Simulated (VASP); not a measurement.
A run of VASP 6.6.1:

The input INCAR:

```
SYSTEM = Be4S
PREC = Accurate ; ENCUT = 600
EDIFF = 1E-6 ; ISMEAR = 0
SIGMA = 0.1 ; LREAL = .FALSE.
LASPH = .TRUE. ; NELM = 80
ALGO = Normal ; ISIF = 3
LWAVE = .FALSE. ; LCHARG = .FALSE.
GGA = PE ; IBRION = 2
NSW = 90 ; EDIFFG = -0.04
```

Contents of KPOINTS:

```
regular mesh
0
G
  6 4 4
  0 0 0
```

File POSCAR:

```
Be4S
1.0
   -3.4812737186      0.2869756787     -0.5286087278
   -0.3215198613     -5.7124709688     -0.6146986136
    0.9786197907      0.8762687632      5.7946483934
Be S
8 2
Direct
    0.0662419571      0.6672470049      0.7280876186
    0.8304626116      0.5744908521      0.2683048062
    0.5668873719      0.9962755192      0.7286035618
    0.3434888554      0.8242051630      0.2889884770
    0.7630486343      0.9168881917      0.1187648284
    0.4252819149      0.1925788661      0.4485625149
    0.9488089635      0.9311451007      0.4976695681
    0.1823791762      0.0396396691      0.9637049565
    0.5809490149      0.4785696455      0.7658033852
    0.2924515002      0.3789599877      0.1915102835
```

Potentials or basis: VASP PAW PBE potentials, release 64 (Be, S).

Command:

```console
$ cat potpaw_PBE.64/Be/POTCAR potpaw_PBE.64/S/POTCAR > POTCAR
$ mpirun -np 1 vasp_std > vasp.out
```

Hardware: 1 thread of Intel(R) Xeon(R) Platinum 8259CL CPU @ 2.50GHz (Skylake/Cascade Lake), with other jobs on the host.

Question: How long does it take, and how much memory?

Answer: Run time: 29 min on 1 thread of Intel(R) Xeon(R) Platinum 8259CL CPU @ 2.50GHz (Skylake/Cascade Lake), on a shared host, peak memory 0.31 GiB. Counts: scf iterations 167, k points 52, ion steps 23.
